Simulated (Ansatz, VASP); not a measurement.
**BN in VASP and in Ansatz**

INCAR

```
SYSTEM = BN
ALGO = Normal ; EDIFF = 1E-7
ENCUT = 520 ; GGA = PE
ISIF = 2 ; ISMEAR = 0
LASPH = .TRUE. ; LCHARG = .FALSE.
LREAL = .FALSE. ; LWAVE = .FALSE.
NBANDS = 11 ; NELM = 80
PREC = Accurate ; SIGMA = 0.05
```

KPOINTS

```
k-points
0
G
  12 12 12
  0 0 0
```

File POSCAR:

```
BN
1.0
    0.0000000000      1.6605830403      2.1587579524
    1.6605830403      0.0000000000      2.1587579524
    1.6605830403      1.6605830403      0.0000000000
B N
1 1
Direct
    0.0000000000      0.0000000000      0.0000000000
    0.7500000000      0.7500000000      0.7500000000
```

Input for Ansatz:

```yaml
crystal:
  lattice:
    - [0.0, 1.6605830403, 2.1587579524]
    - [1.6605830403, 0.0, 2.1587579524]
    - [1.6605830403, 1.6605830403, 0.0]
  atoms:
    - { symbol: B, position: [0.0, 0.0, 0.0] }
    - { symbol: "N", position: [0.75, 0.75, 0.75] }
basis:
  ecutwfc: 420
kpoints:
  mp_grid: { grid: [12, 12, 12] }
hamiltonian:
  xc: pbe
scf:
  occupations: { method: gaussian, width: 0.05 }
output:
  forces: true
  stress: true
  eigenvalues: true
```

Alike in both runs: task single point; functional PBE; k mesh 12 × 12 × 12; occupations gaussian, width 0.05 eV; no spin polarisation.

```csv
,VASP,Ansatz
version,VASP 6.6.1,Ansatz 0.2.0
potentials or method,"VASP PAW PBE potentials, release 64 (B, N), cutoff 520 eV","scalar-relativistic, plane waves, PAW"
valence electrons in the cell,8,8
```

Ansatz gave:

| Item | Value |
| --- | --- |
| gap on the k mesh at the Fermi level (eV) | 1.93 |
| least direct gap on the mesh (eV) | 4.59 |
| pressure (GPa) | 1.7 |
| traceless stress, the component that is largest in VASP (GPa) | -143.87 |

Problem. Estimate VASP's values.

Solution. gap on the k mesh at the Fermi level (eV): 1.92; least direct gap on the mesh (eV): 4.58; pressure (GPa): 1.9; traceless stress, the component that is largest in VASP (GPa): -143.94.
